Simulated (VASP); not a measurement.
# Co3Sn2: single point with PBEsol

Co3Sn2:

```
Co Sn
1.0
     4.10723    0.00000    0.00000
    -2.05362    3.55697    0.00000
     0.00000    0.00000    4.92797
Co Sn
3 2
Direct
  0.00000 0.00000 0.74636
  0.00000 0.00000 0.25364
  0.66667 0.33333 0.00000
  0.66667 0.33333 0.50000
  0.33333 0.66667 0.00000
```

```
Program                : VASP 6.6.1
Task                   : single point
Functional             : PBEsol
Potentials or basis    : VASP PAW PBE potentials, release 64 (Co, Sn_d)
Cutoff                 : 520 eV
k mesh                 : 12 × 12 × 8
Occupations            : gaussian, width 0.1 eV
Spin                   : no spin polarisation
Dipole correction      : no
Further INCAR settings : ALGO = Fast; EDIFF = 1e-06; NBANDS = 36
```

The pressure is 5.2 GPa, the largest force is 0.206 eV/Å and the band gap on the k mesh is zero (an odd number of electrons rules out a gap without spin polarisation).

Forces in eV/Å, atoms in the order of the input:
```
Co   0.000  0.000  0.206
Co   0.000  0.000 -0.206
Co   0.000  0.000  0.000
Sn   0.000  0.000  0.000
Sn   0.000  0.000  0.000
```

Stress tensor (GPa, compression positive):
```
3.77 0.00 0.00
0.00 3.77 0.00
0.00 0.00 7.98
```

Levels at points of the mesh, in eV from the Fermi level:
```tsv
k point	band 25	band 26	band 27	band 28	band 29	band 30
(0.00, 0.00, 0.00)	-0.24	0.06	0.06	1.28	2.58	2.58
(0.50, 0.00, 0.00)	-0.56	-0.55	-0.34	-0.19	-0.03	0.31
(0.00, 0.00, 0.50)	-0.34	-0.33	-0.33	2.41	3.77	3.98
(0.50, 0.00, 0.50)	-0.69	-0.55	-0.38	-0.14	-0.06	1.22
```

Wall time 6.5 min on 1 thread of Intel Xeon 8259CL (shared host), peak memory 0.34 GiB.

Caveat: the cell stands under pressure; the PAW data sets were made with another functional, which shifts forces and pressure a little; spin-orbit coupling is left out, which moves the levels of the heavy elements; the run has no spin polarisation, though such a crystal can be magnetic. Spin polarisation is off, so any magnetic state and its effect on volume and gap are missing.
